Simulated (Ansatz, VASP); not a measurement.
One calculation of MnS, two programs

The input INCAR:

```
PREC     = Accurate       # precision mode
ENCUT    = 600            # plane-wave cutoff, eV
EDIFF    = 1E-6           # SCF threshold, eV
ISMEAR   = 0              # smearing method
SIGMA    = 0.1            # smearing width, eV
LREAL    = False          # projectors in reciprocal space
LASPH    = True           # aspherical terms in the spheres
NELM     = 150            # most SCF steps
ALGO     = Normal         # electronic algorithm
ISIF     = 3              # what is computed and relaxed
LWAVE    = False          # write WAVECAR
LCHARG   = False          # write CHGCAR
ISPIN    = 2              # spin polarisation
MAGMOM   = 4.6 0.15       # initial moments
LORBIT   = 11             # projections on sites
LMAXMIX  = 4              # l up to which the mixer works
GGA      = PE             # functional
IBRION   = 2              # ionic algorithm
NSW      = 100            # ionic steps
EDIFFG   = -0.005         # ionic threshold
```

File KPOINTS:

```
Automatic mesh
0
Gamma
  14 14 14
```

Contents of POSCAR:

```
MnS
1.0
    0.0000000000      2.6045000000      2.6045000000
    2.6045000000      0.0000000000      2.6045000000
    2.6045000000      2.6045000000      0.0000000000
Mn S
1 1
Direct
    0.0000000000      0.0000000000      0.0000000000
    0.5000000000      0.5000000000      0.5000000000
```

Input for Ansatz:

```yaml
crystal:
  lattice:
    - [0.0, 2.6045, 2.6045]
    - [2.6045, 0.0, 2.6045]
    - [2.6045, 2.6045, 0.0]
  atoms:
    - { symbol: Mn, position: [0.0, 0.0, 0.0], spin: 4.6 }
    - { symbol: S, position: [0.5, 0.5, 0.5], spin: 0.15 }
basis:
  ecutwfc: 420
kpoints:
  mp_grid: { grid: [14, 14, 14] }
hamiltonian:
  xc: pbe
scf:
  occupations: { method: gaussian, width: 0.1 }
output:
  forces: true
  stress: true
  eigenvalues: true
  populations: true
  write_density: true
  write_potential: true
  elf: true
  volumetric_format: npy
magnetization:
  spin_polarized: true
relax:
  adjacent_minimum: "off"
  f_tol: 0.005
  max_steps: 80
  cell: { stress_tol: 0.05 }
```

Alike in both runs: task relaxation of cell and atoms; functional PBE; k mesh 14 × 14 × 14; occupations gaussian, width 0.1 eV; collinear spin.

|  | VASP | Ansatz |
| --- | --- | --- |
| version | VASP 6.6.1 | Ansatz 0.2.0 |
| potentials or method | VASP PAW PBE potentials, release 64 (Mn_pv, S), cutoff 600 eV | scalar-relativistic, plane waves, PAW |
| valence electrons in the cell | 19 | 21 |

|  | VASP | Ansatz | Ansatz less VASP |
| --- | --- | --- | --- |
| gap on the k mesh at the Fermi level, each at its own relaxed structure (eV) | none | none | - |
| net moment per atom (μB) | 2.24 | 2.24 | 0.000 |
| size of the moment on the site where the two differ most (μB) | 4.09 | 4.02 | -0.077 |
| relaxed volume (Å³/atom) | 16.53 | 16.53 | +0.007 |
| relaxed cell length with the largest relative difference (Å) | 3.602 | 3.603 | +0.0005 |

Site moments also hang on the region over which each program counts them. A gap of «none» marks a metal or a gap that the smearing closes. VASP's potentials hold 19 valence electrons a cell and Ansatz's 21, so a difference there can come from the potentials and not from the codes.
